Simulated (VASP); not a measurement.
# Tl12O (a cell with a defect) in VASP: single point with PBE

Aim: the single point of Tl12O (a cell with a defect) with PBE.

All numbers are computed with VASP 6.6.1; they aren't measurements. Logs are shortened: lines on timing, memory, paths and dates and some standing lists are left out, and cuts for length are marked.

## 1. The cell of the first run

The cell holds a defect, 13 atoms: a = 6.920 Å, b = 10.380 Å, c = 5.533 Å, α = 90.00°, β = 90.00°, γ = 120.00°.

## 2. Single point, PBE

INCAR

```
SYSTEM = Tl12O
PREC = Accurate ; ENCUT = 520
EDIFF = 1E-6 ; ISMEAR = 0
SIGMA = 0.1 ; LREAL = .False.
LASPH = .True. ; NELM = 100
ALGO = Normal ; ISIF = 2
LWAVE = .False. ; LCHARG = .False.
GGA = PE ; NBANDS = 93
```

KPOINTS

```
regular mesh
0
Gamma
  3 2 3
  0 0 0
```

POSCAR

```
Tl12O
1.0
    6.9200000000      0.0000000000      0.0000000000
   -5.1900000000      8.9893440000      0.0000000000
    0.0000000000      0.0000000000      5.5325400000
Tl O
12 1
Direct
   -0.0095713665      0.0059067714      0.0004215062
    0.1490848564      0.2217984983      0.5004337971
   -0.0368493244      0.3426637138      0.0003858987
    0.2211680812      0.6023655341      0.5004242174
    0.0067405254      0.6742320685      0.0004155415
    0.1293154177      0.8761213277      0.5004173490
    0.4929457950      0.0010259926      0.0004135533
    0.5913289991      0.2069263341      0.5004216870
    0.4736473301      0.3439866135      0.0004218677
    0.6656163016      0.5574618126      0.5004128303
    0.5096270961      0.6726875732      0.0004149993
    0.6754089935      0.9171085232      0.5004126495
    0.9687600352      0.3577576962      0.5003495682
```

Potentials or basis: VASP PAW PBE potentials, release 64 (Tl_d, O).

Run with:

```bash
$ cat potpaw_PBE.64/Tl_d/POTCAR potpaw_PBE.64/O/POTCAR > POTCAR
$ mpirun -np 1 vasp_std > vasp.out
```

OUTCAR:

```text
SYSTEM = Tl12O
   PREC = Accurate
   ENCUT = 520
   EDIFF = 1E-6
   ISMEAR = 0
   LREAL = .False.
   LASPH = .True.
   NELM = 100
   ISIF = 2
   GGA = PE

 ion  position               nearest neighbor table
   1  0.990  0.006  0.000-  12 3.35  12 3.35   2 3.38   2 3.38  11 3.39   7 3.42   6 3.42   6 3.42
                             9 3.43   5 3.50   7 3.50   3 3.59
   2  0.149  0.222  0.500-  13 2.30   8 3.14  12 3.22   1 3.38   1 3.38   9 3.38   9 3.38   6 3.52
                            10 3.53   3 3.53   3 3.54   4 3.73   8 3.78
   3  0.963  0.343  0.000-  13 2.77  13 2.77   5 3.30   9 3.39   7 3.41   9 3.53   2 3.53   2 3.54
                             8 3.55   8 3.55   1 3.59  11 3.62   4 3.65   4 3.65
   4  0.221  0.602  0.500-  13 2.25  12 3.21   6 3.21  11 3.27  11 3.27  10 3.33   5 3.39   5 3.39
                            10 3.63   3 3.65   3 3.65   2 3.73
   5  0.007  0.674  0.000-   3 3.30   6 3.31   6 3.31   7 3.38   4 3.39   4 3.39  11 3.43  10 3.44
                            10 3.44  11 3.49   1 3.50   9 3.57
   6  0.129  0.876  0.500-   4 3.21  10 3.26   5 3.31   5 3.31   8 3.32  12 3.37   1 3.42   1 3.42
                             7 3.52   2 3.52   7 3.52  12 3.59
   7  0.493  0.001  0.000-  12 3.33  12 3.33   8 3.35   8 3.35   5 3.38   3 3.41   1 3.42  11 3.47
                             1 3.50   6 3.52   6 3.52   9 3.63
   8  0.591  0.207  0.500-  13 2.28   2 3.14   6 3.32  12 3.34   7 3.35   7 3.35   9 3.39   9 3.39
                            10 3.41   3 3.55   3 3.55   2 3.78
   9  0.474  0.344  0.000-  11 3.29  10 3.37  10 3.37   2 3.38   2 3.38   8 3.39   8 3.39   3 3.39
                             1 3.43   3 3.53   5 3.57   7 3.63
  10  0.666  0.557  0.500-   6 3.26   4 3.33   9 3.37   9 3.37  11 3.40  11 3.40   8 3.41   5 3.44
                             5 3.44   2 3.53   4 3.63  12 3.70
  11  0.510  0.673  0.000-   4 3.27   4 3.27   9 3.29   1 3.39  10 3.40  10 3.40   5 3.43   7 3.47
                             5 3.49  12 3.53  12 3.53   3 3.62
  12  0.675  0.917  0.500-   4 3.21   2 3.22   7 3.33   7 3.33   8 3.34   1 3.35   1 3.35   6 3.37
                            11 3.53  11 3.53   6 3.59  10 3.70
  13  0.969  0.358  0.500-   4 2.25   8 2.28   2 2.30   3 2.77   3 2.77

  LATTYP: Found a simple monoclinic cell.
 ALAT       =     6.9200000000
 B/A-ratio  =     0.7995000000
 C/A-ratio  =     1.3228756993
 COS(beta)  =    -0.1889822302

  Lattice vectors:

 A1 = (   6.9200000000,   0.0000000000,   0.0000000000)
 A2 = (   0.0000000000,   0.0000000000,   5.5325400000)
 A3 = (  -1.7300000000,  -8.9893440000,   0.0000000000)

Analysis of symmetry for initial positions (statically):
=====================================================================
 Subroutine PRICEL returns:
 Original cell was already a primitive cell.

 Routine SETGRP: Setting up the symmetry group for a
 simple monoclinic supercell.

 Subroutine GETGRP returns: Found  1 space group operations
 (whereof  1 operations were pure point group operations)
 out of a pool of  4 trial point group operations.

The static configuration has the point symmetry C_1 .

Analysis of symmetry for dynamics (positions and initial velocities):
=====================================================================
 Subroutine PRICEL returns:
 Original cell was already a primitive cell.

 Routine SETGRP: Setting up the symmetry group for a
 simple monoclinic supercell.

 Subroutine GETGRP returns: Found  1 space group operations
 (whereof  1 operations were pure point group operations)
 out of a pool of  4 trial point group operations.

The dynamic configuration has the point symmetry C_1 .

 Subroutine INISYM returns: Found  1 space group operations
 (whereof  1 operations are pure point group operations),
 and found     1 'primitive' translations

----------------------------------------------------------------------------------------

                                     Primitive cell

  volume of cell :     344.1586

  direct lattice vectors                    reciprocal lattice vectors
     6.920000000  0.000000000  0.000000000     0.144508671  0.083432117  0.000000000
    -5.190000000  8.989344000  0.000000000     0.000000000  0.111242823  0.000000000
     0.000000000  0.000000000  5.532540000     0.000000000  0.000000000  0.180748806

  length of vectors
     6.920000000 10.380000267  5.532540000     0.166864238  0.111242823  0.180748806
[... 69 lines left out ...]
|                                                                             |
 -----------------------------------------------------------------------------

 Subroutine IBZKPT returns following result:
 ===========================================

 Found     10 irreducible k-points:

 Following reciprocal coordinates:
            Coordinates               Weight
  0.000000  0.000000  0.000000      1.000000
  0.333333  0.000000  0.000000      2.000000
  0.000000  0.500000  0.000000      1.000000
  0.333333  0.500000  0.000000      2.000000
  0.000000  0.000000  0.333333      2.000000
  0.333333  0.000000  0.333333      2.000000
 -0.333333  0.000000  0.333333      2.000000
  0.000000  0.500000  0.333333      2.000000
  0.333333  0.500000  0.333333      2.000000
 -0.333333  0.500000  0.333333      2.000000
   k-points           NKPTS =     10   k-points in BZ     NKDIM =     10   number of bands    NBANDS=     93
   number of dos      NEDOS =    301   number of ions     NIONS =     13
   total plane-waves  NPLWV = 181440
   dimension x,y,z NGX =    54 NGY =   80 NGZ =   42
   dimension x,y,z NGXF=   108 NGYF=  160 NGZF=   84
   ions per type =              12   1
   NGX,Y,Z   is equivalent  to a cutoff of  12.97, 12.81, 12.62 a.u.
   NGXF,Y,Z  is equivalent  to a cutoff of  25.95, 25.63, 25.24 a.u.
 SYSTEM =  Tl12O
   PREC   = accura    normal or accurate (medium, high low for compatibility)
   ISTART =      0    job   : 0-new  1-cont  2-samecut
   ICHARG =      2    charge: 1-file 2-atom 10-const
   ISPIN  =      1    spin polarized calculation?
   LNONCOLLINEAR =      F non collinear calculations
   LSORBIT =      F    spin-orbit coupling
   LASPH  =      T    aspherical Exc in radial PAW
   ENCUT  =  520.0 eV  38.22 Ry    6.18 a.u.  12.87 19.30 10.29*2*pi/ulx,y,z
   NELM   =    100;   NELMIN=  2; NELMDL= -5     # of ELM steps
   EDIFF  = 0.1E-05   stopping-criterion for ELM
   LREAL  =      F    real-space projection
   EDIFFG = 0.1E-04   stopping-criterion for IOM
   NSW    =      0    number of steps for IOM
   IBRION =     -1    ionic relax: 0-MD 1-quasi-New 2-CG
   NFREE  =      0    steps in history (QN), initial steepest desc. (CG)
   ISIF   =      2    stress and relaxation
   ISYM   =      2    0-nonsym 1-usesym 2-fastsym
   POTIM  = 0.5000    time-step for ionic-motion
   TEBEG  =    0.0;   TEEND  =   0.0 temperature during run
   PSTRESS=    0.0 pullay stress
   NELECT =     162.0000    total number of electrons
   NUPDOWN=      -1.0000    fix difference up-down
   EMIN   =  10.00;   EMAX   =-10.00  energy-range for DOS
   EFERMI =   0.00;   METHOD = LEGACY
   ISMEAR =     0;   SIGMA  =   0.10  broadening in eV -4-tet -1-fermi 0-gaus
   EFERMI_NEDOS =   21; number of points for ismear=-14 and -15
   IALGO  =     38    algorithm
   IMIX   =      4    mixing-type and parameters
     AMIX     =   0.40;   BMIX     =  1.00
     AMIX_MAG =   1.60;   BMIX_MAG =  1.00
  volume/ion in A,a.u.               =      26.47       178.65
  Fermi-wavevector in a.u.,A,eV,Ry     =   1.273484  2.406536 22.065417  1.621762
  Thomas-Fermi vector in A             =   2.406305
   LORBIT       =      0    0 simple, 1 ext, 2 COOP (PROOUT), +10 PAW based schemes
   GGA     = PE    functional components
   LHFCALC =     F    Hartree Fock is set to
   AEXX    =    0.0000 exact exchange contribution
   IVDW    =     0    specifies the selected vdW correction
   LEPSILON=     F    determine dielectric tensor
   LRPA    =     F    only Hartree local field effects (RPA)
 non-spin polarized calculation
 Gauss-broadening in eV      SIGMA  =   0.10
  energy-cutoff  :      520.00
  volume of cell :      344.16
 maximum number of plane-waves:      9300
 NGX is ok and might be reduce to    54
   NGX = 25   NGY = 39   NGZ = 21

 number of electron     162.0000006 magnetization

 Free energy of the ion-electron system (eV)
  ---------------------------------------------------
  ext. energy  EPLUGINS =         0.00000000
  ---------------------------------------------------
  free energy    TOTEN  =       -32.10156898 eV

  energy without entropy =      -32.06602267  energy(sigma->0) =      -32.08379583

 E-fermi :   6.6676     XC(G=0): -10.2866

 val. band max:        6.6618086518   @ k =   0.0000   0.0000   0.0000
 cond. band min:       6.7059388823   @ k =   0.0000   0.0000   0.0000
 fundamental gap:      0.0441302305
 Fermi energy:         6.6675673984

 k-point     1 :       0.0000    0.0000    0.0000
  band No.  band energies     occupation
      1     -11.3541      2.00000
      2      -5.2937      2.00000
      3      -5.2731      2.00000
      4      -5.2286      2.00000
      5      -5.2002      2.00000
      6      -5.1714      2.00000
[... 949 lines left out ...]
     92      10.1432      0.00000
     93      10.2599      0.00000

------------------------ aborting loop because EDIFF is reached ----------------------------------------

  FORCE on cell =-STRESS in cart. coord.  units (eV):
  Direction    XX          YY          ZZ          XY          YZ          ZX
  --------------------------------------------------------------------------------------
  -------------------------------------------------------------------------------------
  Total       11.4256646     11.5448456      7.6759333     -0.6427908     -0.0000469     -0.0001065
  in kB       53.1904172     53.7452459     35.7341223     -2.9924131     -0.0002182     -0.0004959
  external PRESSURE =      47.5565951 kB  Pullay stress =       0.0000000 kB

 VOLUME and BASIS-vectors are now :
 -----------------------------------------------------------------------------
  energy-cutoff  :      520.00
  volume of cell :      344.16
      direct lattice vectors                 reciprocal lattice vectors
     6.920000000  0.000000000  0.000000000     0.144508671  0.083432117  0.000000000
    -5.190000000  8.989344000  0.000000000     0.000000000  0.111242823  0.000000000
     0.000000000  0.000000000  5.532540000     0.000000000  0.000000000  0.180748806

 POSITION                                       TOTAL-FORCE (eV/Angst)
 -----------------------------------------------------------------------------------
      6.82311      0.05310      0.00233        -0.000169     -0.000231      0.000036
     -0.11947      1.99382      2.76867         0.021568     -0.006590     -0.000056
      4.88658      3.08032      0.00213         0.000113      0.003075      0.000293
     -1.59579      5.41487      2.76862         0.005581      0.017304      0.000037
     -3.45262      6.06090      0.00230        -0.001701      0.001605      0.000009
     -3.65221      7.87576      2.76858        -0.001506      0.002234      0.000002
      3.40586      0.00922      0.00229         0.001640      0.000110      0.000016
      3.01805      1.86013      2.76860        -0.020648     -0.011636     -0.000043
      1.49235      3.09221      0.00233        -0.002014     -0.002957      0.000017
      1.71284      5.01122      2.76855         0.001741     -0.000565      0.000032
      0.03537      6.04702      0.00230         0.000520     -0.002287      0.000031
     -0.08596      8.24420      2.76855         0.001967     -0.000294     -0.000011
      4.84706      3.21601      2.76820        -0.007093      0.000232     -0.000363
 -----------------------------------------------------------------------------------
    total drift:                               -0.000199      0.000049     -0.000317

  FREE ENERGIE OF THE ION-ELECTRON SYSTEM (eV)
  ---------------------------------------------------
  free  energy   TOTEN  =       -32.1015689803 eV

  energy  without entropy=      -32.0660226722  energy(sigma->0) =      -32.08379583
```

It took 9.7 min on 1 thread of Intel Xeon 8259CL, shared host; peak memory 0.56 GiB.

What came out:

- Free energy: -32.1016 eV
- Pressure: 4.8 GPa
- Largest force: 0.024 eV/Å
- Band gap on the k mesh: zero (bands 81 and 82 overlap by 0.49 eV)

Forces in eV/Å, atoms in the order of the input:
```
Tl   0.000  0.000  0.000
Tl   0.022 -0.007  0.000
Tl   0.000  0.003  0.000
Tl   0.006  0.017  0.000
Tl  -0.002  0.002  0.000
Tl  -0.002  0.002  0.000
Tl   0.002  0.000  0.000
Tl  -0.021 -0.012  0.000
Tl  -0.002 -0.003  0.000
Tl   0.002 -0.001  0.000
Tl   0.001 -0.002  0.000
Tl   0.002  0.000  0.000
O   -0.007  0.000  0.000
```

Stress tensor (GPa, compression positive):
```
 5.32 -0.30  0.00
-0.30  5.37  0.00
 0.00  0.00  3.57
```

Caveat: the k points lie up to 0.38 Å⁻¹ apart; spin-orbit coupling is left out, which moves the levels of the heavy elements.
